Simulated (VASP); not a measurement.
A run of VASP 6.6.1 is set up as follows.

File POSCAR:

```
SnSe
1.0
    3.4826579745      0.0000000000      0.0000000000
    0.0000000000      3.4826579745      0.0000000000
    0.0000000000      0.0000000000      3.4826579745
Se Sn
1 1
Direct
    0.0000000000      0.0000000000      0.0000000000
    0.5000000000      0.5000000000      0.5000000000
```

Contents of INCAR.step1:

```
  PREC = Accurate
  ENCUT = 520
  ISMEAR = 0
  SIGMA = 0.05
  LREAL = F
  LASPH = T
  NELM = 80
  NBANDS = 17
  GGA = PE
  ALGO = Normal
  EDIFF = 1E-4
  LWAVE = T
  LCHARG = F
```

The input INCAR.step2:

```
  PREC = Accurate
  ENCUT = 520
  EDIFF = 1E-6
  ISMEAR = 0
  SIGMA = 0.05
  LREAL = F
  LASPH = T
  NELM = 80
  ALGO = Normal
  ISIF = 2
  LWAVE = F
  LCHARG = F
  METAGGA = R2SCAN
  LMIXTAU = T
  IVDW = 12
  VDW_S6 = 1.0
  VDW_S8 = 0.78981345
  VDW_A1 = 0.49484001
  VDW_A2 = 5.73083694
  NBANDS = 17
  ISTART = 1
```

The input KPOINTS:

```
regular mesh
0
Gamma
  10 10 10
```

Potentials or basis: VASP PAW PBE potentials, release 64 (Se, Sn_d).

The run is started by

```console
$ cat potpaw_PBE.64/Se/POTCAR potpaw_PBE.64/Sn_d/POTCAR > POTCAR
$ cp INCAR.step1 INCAR
$ mpirun -np 1 vasp_std > vasp.out
$ cp INCAR.step2 INCAR
$ mpirun -np 1 vasp_std > vasp.out
```

Predict the band gap on the k mesh.

zero (bands 10 and 11 overlap by 2.16 eV).

Estimate the dispersion energy per atom.

-0.215 eV.

What does it give for the pressure?

9.3 GPa.

Caveat: the cell stands under pressure; the PAW data sets were made with another functional, which shifts forces and pressure a little; spin-orbit coupling is left out, which moves the levels of the heavy elements.
